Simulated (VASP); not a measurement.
NaH:

```
CELL_PARAMETERS angstrom
0.00000 2.46188 2.46188
2.46188 0.00000 2.46188
2.46188 2.46188 0.00000
ATOMIC_POSITIONS crystal
Na 0.00000 0.00000 0.00000
H 0.25000 0.25000 0.25000
```

This cell differs from its parent crystal: strain -5.2%.

Program: VASP 6.6.1. Alike in all runs: task single point; potentials or basis VASP PAW PBE potentials, release 64 (Na_pv, H); no spin polarisation; cell as given; cutoff (eV) 520.

Problem. Order these runs on this cell by their band gap on the k mesh, lowest first.
A. level HSE06; k mesh 6 × 6 × 6; smearing gaussian 0.01 eV; grid for exact exchange (PRECFOCK) Normal; screening parameter 0.2079 1/Å
B. level r2SCAN; k mesh 8 × 8 × 8; smearing gaussian 0.01 eV
C. level PBE; k mesh 8 × 8 × 8; smearing fermi-dirac 0.02 eV

Solution. C (3.73 eV), B (4.19 eV), A (4.80 eV).

A k mesh can miss the band edges.
